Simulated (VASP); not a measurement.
Here is a VASP 6.6.1 calculation.

INCAR

```
SYSTEM = NbN
  ALGO = Normal
  EDIFF = 1E-7
  EDIFFG = -0.05
  ENCUT = 600
  GGA = PS
  GGA_COMPAT = .False.
  IBRION = 2
  ISIF = 3
  ISMEAR = 0
  LASPH = .True.
  LCHARG = .False.
  LREAL = .False.
  LWAVE = .False.
  NELM = 120
  NELMIN = 4
  NSW = 100
  PREC = Accurate
  SIGMA = 0.1
```

The input KPOINTS:

```
k-points
0
Gamma
  8 8 8
  0 0 0
```

File POSCAR:

```
NbN
1.0
    0.0000000000      2.2262340000      2.2262340000
    2.2262340000      0.0000000000      2.2262340000
    2.2262340000      2.2262340000      0.0000000000
Nb N
1 1
Direct
    0.5000000000      0.5000000000      0.5000000000
    0.0000000000      0.0000000000      0.0000000000
```

Potentials or basis: VASP PAW PBE potentials, release 64 (Nb_sv, N).

Launch:

```sh
$ cat potpaw_PBE.64/Nb_sv/POTCAR potpaw_PBE.64/N/POTCAR > POTCAR
$ mpirun -np 1 vasp_std > vasp.out
```

(1) Estimate the space group after relaxing (to 0.05 Å).

(2) Predict the relaxed cell.

(3) Predict the relaxed volume.

## Answers

(1) Fm-3m (No. 225).

(2) a = 3.098 Å, b = 3.098 Å, c = 3.098 Å, α = 60.00°, β = 60.00°, γ = 60.00°.

(3) 10.51 Å³/atom.

Caveat: the PAW data sets were made with another functional, which shifts forces and pressure a little.
